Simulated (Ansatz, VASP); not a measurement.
## CaSe: VASP beside Ansatz

INCAR

```
SYSTEM = CaSe
PREC = Accurate
ENCUT = 520
EDIFF = 1E-7
ISMEAR = 0
SIGMA = 0.01
LREAL = .FALSE.
LASPH = .TRUE.
NELM = 80
ALGO = Normal
ISIF = 2
LWAVE = .FALSE.
LCHARG = .TRUE.
GGA = PE
LELF = .TRUE.
LVHAR = .TRUE.
NBANDS = 15
```

Contents of KPOINTS:

```
Automatic mesh
0
G
  6 6 6
  0 0 0
```

Contents of POSCAR:

```
CaSe
1.0
    0.0000000000      2.9189866986      2.9189866986
    2.9189866986      0.0000000000      2.9189866986
    2.9189866986      2.9189866986      0.0000000000
Ca Se
1 1
Direct
    0.0000000000      0.0000000000      0.0000000000
    0.5000000000      0.5000000000      0.5000000000
```

Input for Ansatz:

```yaml
crystal:
  lattice:
    - [0.0, 2.9189866986, 2.9189866986]
    - [2.9189866986, 0.0, 2.9189866986]
    - [2.9189866986, 2.9189866986, 0.0]
  atoms:
    - { symbol: Ca, position: [0.0, 0.0, 0.0] }
    - { symbol: Se, position: [0.5, 0.5, 0.5] }
kpoints:
  mp_grid: { grid: [6, 6, 6] }
hamiltonian:
  xc: pbe
scf:
  occupations: { method: fixed }
  n_extra_bands: 4
output:
  forces: true
  stress: true
  eigenvalues: true
```

Alike in both runs: task single point; functional PBE; k mesh 6 × 6 × 6; no spin polarisation.

|  | VASP | Ansatz |
| --- | --- | --- |
| version | VASP 6.6.1 | Ansatz 0.2.0 |
| potentials or method | VASP PAW PBE potentials, release 64 (Ca_sv, Se) | plane waves, PAW |
| plane-wave cutoff (eV) | 520 | 420 |
| occupations | gaussian, width 0.01 eV | fixed |
| valence electrons in the cell | 16 | 26 |

|  | VASP | Ansatz | Ansatz less VASP |
| --- | --- | --- | --- |
| gap on the k mesh at the Fermi level (eV) | 1.92 | 1.93 | +0.011 |
| pressure (GPa) | 3.5 | 3.3 | -0.20 |

VASP's potentials hold 16 valence electrons a cell and Ansatz's 26, so a difference there can come from the potentials and not from the codes.
